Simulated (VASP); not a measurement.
# SiC (F-43m) in VASP: further runs

The runs below take SiC through single point, relaxation of cell and atoms, with r2SCAN.

Program: VASP 6.6.1. These are calculated values, not measurements. Logs are shortened: lines on timing, memory, paths and dates and some standing lists are left out, and cuts for length are marked.

**The experiment to reproduce.**

“Insight into the structural, elastic and electronic properties of a new orthorhombic 6O-SiC polytype”, 2020, pmc:7200658 quotes, for a bulk crystal of SiC: band gap 2.4 eV (indirect).

The results are compared with them further down.

## Step 1: The cell of the first run

The structure is cubic, space group F-43m (No. 216). The conventional cell has a = 4.356 Å, b = 4.356 Å, c = 4.356 Å, α = 90.00°, β = 90.00°, γ = 90.00°. Si (site symmetry -43m) has 4 C at 1.89 Å within 2.5 Å. C (site symmetry -43m) has 4 Si at 1.89 Å within 2.5 Å.

## Step 2: Single point, r2SCAN

Contents of POSCAR:

```
SiC
1.0
    0.0000000000      2.1781754272      2.1781754272
    2.1781754272      0.0000000000      2.1781754272
    2.1781754272      2.1781754272      0.0000000000
Si C
1 1
Direct
    0.0000000000      0.0000000000      0.0000000000
    0.7500000000      0.7500000000      0.7500000000
```

Contents of INCAR.step1:

```
SYSTEM = SiC
ALGO     = Normal         ! electronic algorithm
EDIFF    = 1E-4           ! SCF threshold, eV
ENCUT    = 520            ! plane-wave cutoff, eV
GGA      = PE             ! functional
ISMEAR   = 0              ! smearing method
LASPH    = .TRUE.         ! aspherical terms in the spheres
LCHARG   = .FALSE.        ! write CHGCAR
LREAL    = .FALSE.        ! projectors in reciprocal space
LWAVE    = .TRUE.         ! write WAVECAR
NBANDS   = 11             ! bands
NELM     = 100            ! most SCF steps
PREC     = Accurate       ! precision mode
SIGMA    = 0.01           ! smearing width, eV
```

Contents of INCAR.step2:

```
SYSTEM = SiC
ALGO     = Normal         ! electronic algorithm
EDIFF    = 1E-7           ! SCF threshold, eV
ENCUT    = 520            ! plane-wave cutoff, eV
ISIF     = 2              ! what is computed and relaxed
ISMEAR   = 0              ! smearing method
ISTART   = 1            
LASPH    = .TRUE.         ! aspherical terms in the spheres
LCHARG   = .TRUE.         ! write CHGCAR
LELF     = .TRUE.         ! ELF
LMIXTAU  = .TRUE.       
LREAL    = .FALSE.        ! projectors in reciprocal space
LVHAR    = .TRUE.       
LWAVE    = .FALSE.        ! write WAVECAR
METAGGA  = R2SCAN         ! meta-GGA
NBANDS   = 11             ! bands
NELM     = 100            ! most SCF steps
PREC     = Accurate       ! precision mode
SIGMA    = 0.01           ! smearing width, eV
```

Contents of KPOINTS:

```
k-points
0
G
  8 8 8
  0 0 0
```

Potentials or basis: VASP PAW PBE potentials, release 64 (Si, C).

On the command line:

```sh
> cat potpaw_PBE.64/Si/POTCAR potpaw_PBE.64/C/POTCAR > POTCAR
> cp INCAR.step1 INCAR
> mpirun -np 1 vasp_std > vasp.out
> cp INCAR.step2 INCAR
> mpirun -np 1 vasp_std > vasp.out
```

OUTCAR:

```text
SYSTEM = SiC
   EDIFF = 1E-7
   ENCUT = 520
   ISIF = 2
   ISMEAR = 0
   ISTART = 1
   LASPH = .TRUE.
   LREAL = .FALSE.
   METAGGA = R2SCAN
   NELM = 100
   PREC = Accurate

 ion  position               nearest neighbor table
   1  0.000  0.000  0.000-   2 1.89   2 1.89   2 1.89   2 1.89
   2  0.750  0.750  0.750-   1 1.89   1 1.89   1 1.89   1 1.89

  LATTYP: Found a face centered cubic cell.
 ALAT       =     4.3563508544

  Lattice vectors:

 A1 = (   0.0000000000,   2.1781754272,   2.1781754272)
 A2 = (   2.1781754272,   0.0000000000,   2.1781754272)
 A3 = (   2.1781754272,   2.1781754272,   0.0000000000)

Analysis of symmetry for initial positions (statically):
=====================================================================
 Subroutine PRICEL returns:
 Original cell was already a primitive cell.

 Routine SETGRP: Setting up the symmetry group for a
 face centered cubic supercell.

 Subroutine GETGRP returns: Found 24 space group operations
 (whereof 24 operations were pure point group operations)
 out of a pool of 48 trial point group operations.

The static configuration has the point symmetry T_d .

Analysis of symmetry for dynamics (positions and initial velocities):
=====================================================================
 Subroutine PRICEL returns:
 Original cell was already a primitive cell.

 Routine SETGRP: Setting up the symmetry group for a
 face centered cubic supercell.

 Subroutine GETGRP returns: Found 24 space group operations
 (whereof 24 operations were pure point group operations)
 out of a pool of 48 trial point group operations.

The dynamic configuration has the point symmetry T_d .

 Subroutine INISYM returns: Found 24 space group operations
 (whereof 24 operations are pure point group operations),
 and found     1 'primitive' translations

----------------------------------------------------------------------------------------

                                     Primitive cell

  volume of cell :      20.6685

  direct lattice vectors                    reciprocal lattice vectors
     0.000000000  2.178175427  2.178175427    -0.229549922  0.229549922  0.229549922
     2.178175427  0.000000000  2.178175427     0.229549922 -0.229549922  0.229549922
     2.178175427  2.178175427  0.000000000     0.229549922  0.229549922 -0.229549922

  length of vectors
     3.080405230  3.080405230  3.080405230     0.397592128  0.397592128  0.397592128

  position of ions in fractional coordinates (direct lattice)
     0.000000000  0.000000000  0.000000000
     0.750000000  0.750000000  0.750000000
[... 81 lines left out ...]
   IBRION =     -1    ionic relax: 0-MD 1-quasi-New 2-CG
   NFREE  =      0    steps in history (QN), initial steepest desc. (CG)
   ISIF   =      2    stress and relaxation
   ISYM   =      2    0-nonsym 1-usesym 2-fastsym
   POTIM  = 0.5000    time-step for ionic-motion
   TEBEG  =    0.0;   TEEND  =   0.0 temperature during run
   PSTRESS=    0.0 pullay stress
   NELECT =       8.0000    total number of electrons
   NUPDOWN=      -1.0000    fix difference up-down
   EMIN   =  10.00;   EMAX   =-10.00  energy-range for DOS
   EFERMI =   0.00;   METHOD = LEGACY
   ISMEAR =     0;   SIGMA  =   0.01  broadening in eV -4-tet -1-fermi 0-gaus
   EFERMI_NEDOS =   21; number of points for ismear=-14 and -15
   IALGO  =     38    algorithm
   IMIX   =      4    mixing-type and parameters
     AMIX     =   0.40;   BMIX     =  1.00
     AMIX_MAG =   1.60;   BMIX_MAG =  1.00
  volume/ion in A,a.u.               =      10.33        69.74
  Fermi-wavevector in a.u.,A,eV,Ry     =   1.193077  2.254589 19.366993  1.423434
  Thomas-Fermi vector in A             =   2.329100
   LORBIT       =      0    0 simple, 1 ext, 2 COOP (PROOUT), +10 PAW based schemes
   METAGGA = R2SCAN    functional components
   LHFCALC =     F    Hartree Fock is set to
   AEXX    =    0.0000 exact exchange contribution
   IVDW    =     0    specifies the selected vdW correction
   LEPSILON=     F    determine dielectric tensor
   LRPA    =     F    only Hartree local field effects (RPA)
 non-spin polarized calculation
 Gauss-broadening in eV      SIGMA  =   0.01
  energy-cutoff  :      520.00
  volume of cell :       20.67
 maximum number of plane-waves:       568
   NGX = 11   NGY = 11   NGZ = 11

 number of electron       8.0000001 magnetization

 Free energy of the ion-electron system (eV)
  ---------------------------------------------------
  ext. energy  EPLUGINS =         0.00000000
  ---------------------------------------------------
  free energy    TOTEN  =       -19.32605835 eV

  energy without entropy =      -19.32605835  energy(sigma->0) =      -19.32605835

 E-fermi :   8.1019     XC(G=0): -11.9393

 val. band max:        7.9957523427   @ k =   0.0000   0.0000   0.0000
 cond. band min:       9.7194495116   @ k =   0.5000   0.5000   0.0000
 fundamental gap:      1.7236971689
 Fermi energy:         8.1019339516

 k-point     1 :       0.0000    0.0000    0.0000
  band No.  band energies     occupation
      1      -8.1931      2.00000
      2       7.9958      2.00000
      3       7.9958      2.00000
      4       7.9958      2.00000
      5      14.8440      0.00000
      6      15.8524      0.00000
      7      15.8524      0.00000
      8      15.8524      0.00000
      9      23.2105      0.00000
     10      23.2105      0.00000
     11      25.7773      0.00000
[... 309 lines left out ...]
 k-point    24 :      -0.3750    0.2500    0.1250
  band No.  band energies     occupation
      1      -3.9034      2.00000
      2      -0.0935      2.00000
      3       4.1452      2.00000
      4       5.6493      2.00000
      5      13.7767      0.00000
      6      15.8641      0.00000
      7      18.9072      0.00000
      8      19.8606      0.00000
      9      22.3455      0.00000
     10      25.2613      0.00000
     11      28.5508      0.00000

 [... further k-points ...]
[... 5 lines left out ...]
  --------------------------------------------------------------------------------------
  -------------------------------------------------------------------------------------
  Total       -0.0235631     -0.0235631     -0.0235631     -0.0000000     -0.0000000     -0.0000000
  in kB       -1.8265596     -1.8265596     -1.8265596     -0.0000000     -0.0000000     -0.0000000
  external PRESSURE =      -1.8265596 kB  Pullay stress =       0.0000000 kB

 VOLUME and BASIS-vectors are now :
 -----------------------------------------------------------------------------
  energy-cutoff  :      520.00
  volume of cell :       20.67
      direct lattice vectors                 reciprocal lattice vectors
     0.000000000  2.178175427  2.178175427    -0.229549922  0.229549922  0.229549922
     2.178175427  0.000000000  2.178175427     0.229549922 -0.229549922  0.229549922
     2.178175427  2.178175427  0.000000000     0.229549922  0.229549922 -0.229549922

 POSITION                                       TOTAL-FORCE (eV/Angst)
 -----------------------------------------------------------------------------------
      0.00000      0.00000      0.00000        -0.000000     -0.000000     -0.000000
      3.26726      3.26726      3.26726         0.000000      0.000000      0.000000
 -----------------------------------------------------------------------------------
    total drift:                                0.000001      0.000001      0.000001

  FREE ENERGIE OF THE ION-ELECTRON SYSTEM (eV)
  ---------------------------------------------------
  free  energy   TOTEN  =       -19.3260583532 eV

  energy  without entropy=      -19.3260583532  energy(sigma->0) =      -19.32605835
```

It took 27 s on 1 thread of Intel Xeon Platinum 8259CL at 2.50GHz (Skylake/Cascade Lake), shared host; peak memory 0.13 GiB.

Results:

| Property | Result |
| --- | --- |
| Free energy | -19.3261 eV |
| Pressure | -0.2 GPa |
| Band gap on the k mesh | 1.72 eV, indirect (least direct gap 5.06 eV) |

Caveat: the PAW data sets were made with another functional, which shifts forces and pressure a little.

## Step 3: Single point, r2SCAN

Contents of POSCAR:

```
SiC
1.0
    0.0000000000      2.1781754273      2.1781754273
    2.1781754273      0.0000000000      2.1781754273
    2.1781754273      2.1781754273      0.0000000000
Si C
1 1
Direct
    0.0000000000      0.0000000000      0.0000000000
    0.7500000000      0.7500000000      0.7500000000
```

Contents of INCAR.step1:

```
SYSTEM = SiC
ALGO = Normal
EDIFF = 1E-4
ENCUT = 520
GGA = PE
ISMEAR = -1
LASPH = .TRUE.
LCHARG = .FALSE.
LREAL = .FALSE.
LWAVE = .TRUE.
NBANDS = 11
NELM = 60
PREC = Accurate
SIGMA = 0.1
```

Contents of INCAR.step2:

```
SYSTEM = SiC
ALGO = Normal
EDIFF = 1E-6
ENCUT = 520
ISIF = 2
ISMEAR = -1
ISTART = 1
LASPH = .TRUE.
LCHARG = .TRUE.
LELF = .TRUE.
LMIXTAU = .TRUE.
LREAL = .FALSE.
LVHAR = .TRUE.
LWAVE = .FALSE.
METAGGA = R2SCAN
NBANDS = 11
NELM = 60
PREC = Accurate
SIGMA = 0.1
```

Contents of KPOINTS:

```
k-points
0
G
  12 12 12
  0 0 0
```

Potentials or basis: VASP PAW PBE potentials, release 64 (Si, C).

On the command line:

```sh
> cat potpaw_PBE.64/Si/POTCAR potpaw_PBE.64/C/POTCAR > POTCAR
> cp INCAR.step1 INCAR
> mpirun -np 1 vasp_std > vasp.out
> cp INCAR.step2 INCAR
> mpirun -np 1 vasp_std > vasp.out
```

Wall time 39 s (1 thread of Intel Xeon Platinum 8259CL at 2.50GHz (Skylake/Cascade Lake), shared host); peak memory 0.14 GiB.

Results (log left out):

```yaml
Free_energy: -19.3271 eV
Pressure: -0.2 GPa
Band_gap_on_the_k_mesh: 1.72 eV, indirect (least direct gap 5.06 eV)
```

Levels at points of the mesh, in eV from the valence-band top:
```tsv
k point	band 2	band 3	band 4	band 5	band 6	band 7
(0.00, 0.00, 0.00)	0.00	0.00	0.00	6.85	7.86	7.86
(0.50, 0.00, 0.00)	-8.82	-1.11	-1.11	6.00	7.76	7.76
(0.50, 0.50, 0.00)	-8.05	-3.34	-3.34	1.72	4.83	15.14
```

Caveat: the PAW data sets were made with another functional, which shifts forces and pressure a little. r2SCAN opens gaps a little over a GGA but as a rule still falls short of measured ones.

## Step 4: Relaxation of cell and atoms, r2SCAN

Contents of POSCAR:

```
SiC
1.0
    0.0000000000      2.1790000000      2.1790000000
    2.1790000000      0.0000000000      2.1790000000
    2.1790000000      2.1790000000      0.0000000000
Si C
1 1
Direct
    0.0000000000      0.0000000000      0.0000000000
    0.7500000000      0.7500000000      0.7500000000
```

Contents of INCAR.step1:

```
  PREC = Accurate
  ENCUT = 600
  ISMEAR = -1
  SIGMA = 0.1
  LREAL = False
  LASPH = True
  NELM = 60
  GGA = PE
  ALGO = Normal
  EDIFF = 1E-4
  LWAVE = True
  LCHARG = False
```

Contents of INCAR.step2:

```
  PREC = Accurate
  ENCUT = 600
  EDIFF = 1E-6
  ISMEAR = -1
  SIGMA = 0.1
  LREAL = False
  LASPH = True
  NELM = 60
  ALGO = Normal
  ISIF = 3
  LWAVE = False
  LCHARG = False
  METAGGA = R2SCAN
  LMIXTAU = True
  IBRION = 2
  NSW = 100
  EDIFFG = -0.002
  ISTART = 1
```

Contents of KPOINTS:

```
Automatic mesh
0
Gamma
  12 12 12
```

On the command line:

```sh
> cat potpaw_PBE.64/Si/POTCAR potpaw_PBE.64/C/POTCAR > POTCAR
> cp INCAR.step1 INCAR
> mpirun -np 1 vasp_std > vasp.out
> cp INCAR.step2 INCAR
> mpirun -np 1 vasp_std > vasp.out
```

Run time: 2.5 min. Hardware: 1 thread of Intel Xeon Platinum 8259CL at 2.50GHz (Skylake/Cascade Lake), shared host; peak memory 0.17 GiB.

Results (log left out):

| Quantity | Value |
| --- | --- |
| Free energy | -19.3291 eV |
| Relaxed volume | 10.32 Å³/atom |
| Relaxed cell | a = 3.079 Å, b = 3.079 Å, c = 3.079 Å, α = 60.00°, β = 60.00°, γ = 60.00° |
| Space group after relaxing (to 0.05 Å) | F-43m (No. 216) |
| Energy gained by relaxing | 0.1 meV/atom |
| Ionic steps | 3 |
| Pressure after relaxing | 0.0 GPa |
| Band gap on the k mesh | 1.72 eV, indirect (least direct gap 5.06 eV) |

Step by step:
```
step  energy change (eV)  largest force (eV/Å)  pressure (GPa)  volume (Å³)
   1              0.0000                0.0000           -0.60        20.69
   2              0.0000                0.0000            0.67        20.58
   3             -0.0001                0.0000            0.00        20.64
```

Final structure:
```yaml
crystal:
  lattice:
    - [0.00000, 2.17702, 2.17702]
    - [2.17702, 0.00000, 2.17702]
    - [2.17702, 2.17702, 0.00000]
  atoms:
    - { symbol: Si, position: [0.00000, 0.00000, 0.00000] }
    - { symbol: C, position: [0.75000, 0.75000, 0.75000] }
```

Levels at points of the mesh, in eV from the valence-band top:
```tsv
k point	band 1	band 2	band 3	band 4	band 5	band 6	band 7	band 8
(0.00, 0.00, 0.00)	-16.20	0.00	0.00	0.00	6.87	7.87	7.87	7.87
(0.50, 0.00, 0.00)	-12.57	-8.83	-1.11	-1.11	6.02	7.76	7.76	10.97
(0.50, 0.50, 0.00)	-11.10	-8.06	-3.34	-3.34	1.72	4.83	15.16	15.16
```

Caveat: the PAW data sets were made with another functional, which shifts forces and pressure a little. A k mesh can miss the band edges.

## Step 5: Overview

| task | cell | k mesh | cutoff (eV) | smearing | gap on the mesh (eV) | pressure (GPa) |
| --- | --- | --- | --- | --- | --- | --- |
| single point | a = 3.080 Å, angles 60.0°, 2 atoms | 8 × 8 × 8 | 520 | gaussian 0.01 eV | 1.72 | -0.2 |
| single point | a = 3.080 Å, angles 60.0°, 2 atoms | 12 × 12 × 12 | 520 | fermi-dirac 0.1 eV | 1.72 | -0.2 |
| relaxation of cell and atoms | relaxed from a = 3.082 Å, angles 60.0°, 2 atoms | 12 × 12 × 12 | 600 | fermi-dirac 0.1 eV | 1.72 | 0.0 |

Alike in all rows: level r2SCAN; potentials or basis VASP PAW PBE potentials, release 64 (Si, C); no spin polarisation.

Caveats: the PAW data sets were made with another functional, which shifts forces and pressure a little.

Absolute energies hang on the potentials; compare differences alone.

## Step 6: Comparison with measurements

Step 2. Measured gap of SiC: 2.4 eV (indirect; quoted in “Insight into the structural, elastic and electronic properties of a new orthorhombic 6O-SiC polytype”, 2020, pmc:7200658). This calculation gives 1.72 eV (-0.68 eV). The value is that of r2SCAN on a finite k mesh, which can miss the band edges, without temperature or zero-point motion.
